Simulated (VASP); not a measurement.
# BN (P6_3/mmc) in VASP: a series of runs

Runs on BN. Level: PBE+D3(BJ). Tasks: relaxation of shape and atoms at fixed volume.

All numbers are computed with VASP 6.6.1; they aren't measurements. Logs are shortened: lines on timing, memory, paths and dates and some standing lists are left out, and cuts for length are marked.

## 1. The cell of the first run

Symmetry: P6_3/mmc, No. 194, hexagonal system. The conventional cell has a = 2.455 Å, b = 2.455 Å, c = 5.792 Å, α = 90.00°, β = 90.00°, γ = 120.00°. Within 1.9 Å of B (site symmetry -6m2) lie 3 N at 1.42 Å. Within 1.9 Å of N (site symmetry -6m2) lie 3 B at 1.42 Å.

## 2. Relaxation of shape and atoms at fixed volume, PBE+D3(BJ) (7.56 Å³/atom)

Contents of INCAR:

```
SYSTEM = BN
PREC = Accurate
ENCUT = 600
EDIFF = 1E-7
ISMEAR = 0
SIGMA = 0.05
LREAL = .FALSE.
LASPH = .TRUE.
NELM = 80
ALGO = Normal
ISIF = 4
LWAVE = .FALSE.
LCHARG = .FALSE.
GGA = PE
IVDW = 12
IBRION = 2
NSW = 60
EDIFFG = -0.01
```

Contents of KPOINTS:

```
regular mesh
0
G
  12 12 4
  0 0 0
```

Contents of POSCAR:

```
BN
1.0
    2.4547735431      0.0000000000      0.0000000000
   -1.2273867715      2.1258962489      0.0000000000
    0.0000000000      0.0000000000      5.7921275386
B N
2 2
Direct
    0.3333333333      0.6666666667      0.2500000000
    0.6666666667      0.3333333333      0.7500000000
    0.3333333333      0.6666666667      0.7500000000
    0.6666666667      0.3333333333      0.2500000000
```

Potentials or basis: VASP PAW PBE potentials, release 64 (B, N).

Launch:

```
cat potpaw_PBE.64/B/POTCAR potpaw_PBE.64/N/POTCAR > POTCAR
mpirun -np 1 vasp_std > vasp.out
```

OUTCAR:

```text
SYSTEM = BN
   PREC = Accurate
   ENCUT = 600
   EDIFF = 1E-7
   ISMEAR = 0
   LREAL = .FALSE.
   LASPH = .TRUE.
   NELM = 80
   ISIF = 4
   GGA = PE
   IVDW = 12
   IBRION = 2
   NSW = 60
   EDIFFG = -0.01
 IVDW          = 12

 ion  position               nearest neighbor table
   1  0.333  0.667  0.250-   4 1.42   4 1.42   4 1.42
   2  0.667  0.333  0.750-   3 1.42   3 1.42   3 1.42
   3  0.333  0.667  0.750-   2 1.42   2 1.42   2 1.42
   4  0.667  0.333  0.250-   1 1.42   1 1.42   1 1.42

  LATTYP: Found a hexagonal cell.
 ALAT       =     2.4547735431
 C/A-ratio  =     2.3595364040

  Lattice vectors:

 A1 = (   2.4547735431,   0.0000000000,   0.0000000000)
 A2 = (  -1.2273867715,   2.1258962489,   0.0000000000)
 A3 = (   0.0000000000,   0.0000000000,   5.7921275386)

Analysis of symmetry for initial positions (statically):
=====================================================================
 Subroutine PRICEL returns:
 Original cell was already a primitive cell.

 Routine SETGRP: Setting up the symmetry group for a
 hexagonal supercell.

 Subroutine GETGRP returns: Found 24 space group operations
 (whereof 12 operations were pure point group operations)
 out of a pool of 24 trial point group operations.

The static configuration has the point symmetry D_3d.
 The point group associated with its full space group is D_6h.

Analysis of symmetry for dynamics (positions and initial velocities):
=====================================================================
 Subroutine PRICEL returns:
 Original cell was already a primitive cell.

 Routine SETGRP: Setting up the symmetry group for a
 hexagonal supercell.

 Subroutine GETGRP returns: Found 24 space group operations
 (whereof 12 operations were pure point group operations)
 out of a pool of 24 trial point group operations.

The dynamic configuration has the point symmetry D_3d.
 The point group associated with its full space group is D_6h.

 Subroutine INISYM returns: Found 24 space group operations
 (whereof 12 operations are pure point group operations),
 and found     1 'primitive' translations

----------------------------------------------------------------------------------------

                                     Primitive cell

  volume of cell :      30.2268

  direct lattice vectors                    reciprocal lattice vectors
     2.454773543  0.000000000  0.000000000     0.407369553  0.235194921  0.000000000
    -1.227386771  2.125896249  0.000000000     0.000000000  0.470389842  0.000000000
     0.000000000  0.000000000  5.792127539     0.000000000  0.000000000  0.172648132

  length of vectors
     2.454773543  2.454773543  5.792127539     0.470389842  0.470389842  0.172648132

  position of ions in fractional coordinates (direct lattice)
     0.333333333  0.666666667  0.250000000
     0.666666667  0.333333333  0.750000000
     0.333333333  0.666666667  0.750000000
     0.666666667  0.333333333  0.250000000

  ion indices of the primitive-cell ions
   primitive index   ion index
                 1           1
                 2           2
                 3           3
                 4           4

----------------------------------------------------------------------------------------

 KPOINTS: regular mesh

Automatic generation of k-mesh.
 Grid dimensions read from file:
 generate k-points for:   12   12    4

 Generating k-lattice:

  Cartesian coordinates                     Fractional coordinates (reciprocal lattice)
     0.033947463  0.019599577  0.000000000     0.083333333  0.000000000  0.000000000
     0.000000000  0.039199153  0.000000000     0.000000000  0.083333333  0.000000000
     0.000000000  0.000000000  0.043162033     0.000000000  0.000000000  0.250000000

  Length of vectors
     0.039199153  0.039199153  0.043162033

  Shift w.r.t. Gamma in fractional coordinates (k-lattice)
     0.000000000  0.000000000  0.000000000

 Subroutine IBZKPT returns following result:
 ===========================================

 Found     57 irreducible k-points:

 Following reciprocal coordinates:
            Coordinates               Weight
  0.000000  0.000000  0.000000      1.000000
  0.083333 -0.000000  0.000000      6.000000
  0.166667 -0.000000  0.000000      6.000000
  0.250000 -0.000000  0.000000      6.000000
  0.333333 -0.000000  0.000000      6.000000
  0.416667  0.000000  0.000000      6.000000
[... 16 lines left out ...]
  0.250000 -0.000000  0.250000     12.000000
  0.333333 -0.000000  0.250000     12.000000
 [... further k-points ...]
   k-points           NKPTS =     57   k-points in BZ     NKDIM =     57   number of bands    NBANDS=     12
   number of dos      NEDOS =    301   number of ions     NIONS =      4
   total plane-waves  NPLWV =  19200
   dimension x,y,z NGX =    20 NGY =   20 NGZ =   48
   dimension x,y,z NGXF=    40 NGYF=   40 NGZF=   96
   ions per type =               2   2
   NGX,Y,Z   is equivalent  to a cutoff of  13.54, 13.54, 13.78 a.u.
   NGXF,Y,Z  is equivalent  to a cutoff of  27.09, 27.09, 27.55 a.u.
 SYSTEM =  BN
   PREC   = accura    normal or accurate (medium, high low for compatibility)
   ISTART =      0    job   : 0-new  1-cont  2-samecut
   ICHARG =      2    charge: 1-file 2-atom 10-const
   ISPIN  =      1    spin polarized calculation?
   LNONCOLLINEAR =      F non collinear calculations
   LSORBIT =      F    spin-orbit coupling
   LASPH  =      T    aspherical Exc in radial PAW
   ENCUT  =  600.0 eV  44.10 Ry    6.64 a.u.   4.90  4.90 11.57*2*pi/ulx,y,z
   NELM   =     80;   NELMIN=  2; NELMDL= -5     # of ELM steps
   EDIFF  = 0.1E-06   stopping-criterion for ELM
   LREAL  =      F    real-space projection
   EDIFFG = -.1E-01   stopping-criterion for IOM
   NSW    =     60    number of steps for IOM
   IBRION =      2    ionic relax: 0-MD 1-quasi-New 2-CG
   NFREE  =      1    steps in history (QN), initial steepest desc. (CG)
   ISIF   =      4    stress and relaxation
   ISYM   =      2    0-nonsym 1-usesym 2-fastsym
   POTIM  = 0.5000    time-step for ionic-motion
   TEBEG  =    0.0;   TEEND  =   0.0 temperature during run
   PSTRESS=    0.0 pullay stress
   NELECT =      16.0000    total number of electrons
   NUPDOWN=      -1.0000    fix difference up-down
   EMIN   =  10.00;   EMAX   =-10.00  energy-range for DOS
   EFERMI =   0.00;   METHOD = LEGACY
   ISMEAR =     0;   SIGMA  =   0.05  broadening in eV -4-tet -1-fermi 0-gaus
   EFERMI_NEDOS =   21; number of points for ismear=-14 and -15
   IALGO  =     38    algorithm
   IMIX   =      4    mixing-type and parameters
     AMIX     =   0.40;   BMIX     =  1.00
     AMIX_MAG =   1.60;   BMIX_MAG =  1.00
  volume/ion in A,a.u.               =       7.56        51.00
  Fermi-wavevector in a.u.,A,eV,Ry     =   1.324294  2.502552 23.861266  1.753754
  Thomas-Fermi vector in A             =   2.453839
   LORBIT       =      0    0 simple, 1 ext, 2 COOP (PROOUT), +10 PAW based schemes
   GGA     = PE    functional components
   LHFCALC =     F    Hartree Fock is set to
   AEXX    =    0.0000 exact exchange contribution
   IVDW    =    12    specifies the selected vdW correction
   LEPSILON=     F    determine dielectric tensor
   LRPA    =     F    only Hartree local field effects (RPA)
 conjugate gradient relaxation of ions
 non-spin polarized calculation
 Gauss-broadening in eV      SIGMA  =   0.05
  energy-cutoff  :      600.00
  volume of cell :       30.23
 maximum number of plane-waves:      1041
 NGX is ok and might be reduce to    20
   NGX =  9   NGY =  9   NGZ = 23

--------------------------------------- Ionic step        1  -------------------------------------------

 number of electron      15.9999998 magnetization

 Free energy of the ion-electron system (eV)
  ---------------------------------------------------
  ext. energy  EPLUGINS =         0.00000000
  ---------------------------------------------------
  free energy    TOTEN  =       -34.83542362 eV

  energy without entropy =      -34.83542362  energy(sigma->0) =      -34.83542362

------------------------ aborting loop because EDIFF is reached ----------------------------------------

 Edisp (eV)   -0.68964

 E8    (eV) :    -0.2047

  FORCE on cell =-STRESS in cart. coord.  units (eV):
  Direction    XX          YY          ZZ          XY          YZ          ZX
  --------------------------------------------------------------------------------------
  -------------------------------------------------------------------------------------
  Total       5.29551     5.29551     1.52136     0.00000     0.00000     0.00000
  in kB     280.68974   280.68974    80.64015     0.00000     0.00000     0.00000
  external pressure =      214.01 kB  Pullay stress =        0.00 kB
[... 65 lines left out ...]
  energy  without entropy=      -35.5718878884  energy(sigma->0) =      -35.57188789

--------------------------------------- Ionic step        3  -------------------------------------------

 number of electron      15.9999999 magnetization

 Free energy of the ion-electron system (eV)
  ---------------------------------------------------
  ext. energy  EPLUGINS =         0.00000000
  ---------------------------------------------------
  free energy    TOTEN  =       -34.88139121 eV

  energy without entropy =      -34.88139121  energy(sigma->0) =      -34.88139121

 E-fermi :   4.1803     XC(G=0): -11.1857

 val. band max:        3.9328979752   @ k =   0.2500   0.2500   0.0000
 cond. band min:       8.0020295331   @ k =   0.5000  -0.0000   0.2500
 fundamental gap:      4.0691315579
 Fermi energy:         4.1802817668

 k-point     1 :       0.0000    0.0000    0.0000
  band No.  band energies     occupation
      1     -14.4269      2.00000
      2     -13.5214      2.00000
      3      -3.4138      2.00000
      4       0.9185      2.00000
      5       2.4584      2.00000
      6       2.4584      2.00000
      7       2.6217      2.00000
      8       2.6217      2.00000
      9      10.5550      0.00000
     10      15.3712      0.00000
     11      15.3712      0.00000
     12      15.7796      0.00000
[... 331 lines left out ...]
 k-point    24 :       0.3333   -0.0000    0.2500
  band No.  band energies     occupation
      1     -12.2443      2.00000
      2     -11.7686      2.00000
      3      -3.2300      2.00000
      4      -2.9908      2.00000
      5      -0.0271      2.00000
      6       0.1542      2.00000
      7       0.3281      2.00000
      8       2.4849      2.00000
      9      10.4442      0.00000
     10      11.9884      0.00000
     11      13.8113      0.00000
     12      14.1115      0.00000

 [... further k-points ...]

------------------------ aborting loop because EDIFF is reached ----------------------------------------

 Edisp (eV)   -0.69203

 E8    (eV) :    -0.2057

  FORCE on cell =-STRESS in cart. coord.  units (eV):
  Direction    XX          YY          ZZ          XY          YZ          ZX
  --------------------------------------------------------------------------------------
  -------------------------------------------------------------------------------------
  Total       1.97661     1.97661     1.98066     0.00000     0.00000     0.00000
  in kB     104.77057   104.77057   104.98545     0.00000     0.00000     0.00000
  external pressure =      104.84 kB  Pullay stress =        0.00 kB
[... 19 lines left out ...]
  FREE ENERGIE OF THE ION-ELECTRON SYSTEM (eV)
  ---------------------------------------------------
  free  energy   TOTEN  =       -35.5734176806 eV

  energy  without entropy=      -35.5734176806  energy(sigma->0) =      -35.57341768

 reached required accuracy - stopping structural energy minimisation
```

Run time: 66 s. Hardware: 1 thread of Intel Xeon 8259CL, shared host; peak memory 0.17 GiB.

What came out:

```
Free energy                : -35.5734 eV
Energy gained by relaxing  : 12.1 meV/atom
Ionic steps                : 3
Pressure after relaxing    : 10.5 GPa
Band gap on the k mesh     : 4.07 eV (least direct gap 4.33 eV)
Dispersion energy per atom : -0.173 eV
```

Step by step:
```tsv
step	energy change (eV)	largest force (eV/Å)	pressure (GPa)	volume (Å³)
1	0.0000	0.0000	21.40	30.23
2	-0.0468	0.0000	8.63	30.23
3	-0.0483	0.0000	10.48	30.23
```

Final structure:
```
CELL_PARAMETERS angstrom
2.48684 0.00000 0.00000
-1.24342 2.15366 0.00000
0.00000 0.00000 5.64373
ATOMIC_POSITIONS crystal
B 0.33333 0.66667 0.25000
B 0.66667 0.33333 0.75000
N 0.33333 0.66667 0.75000
N 0.66667 0.33333 0.25000
```

(Part 1 of 2 ends here.)
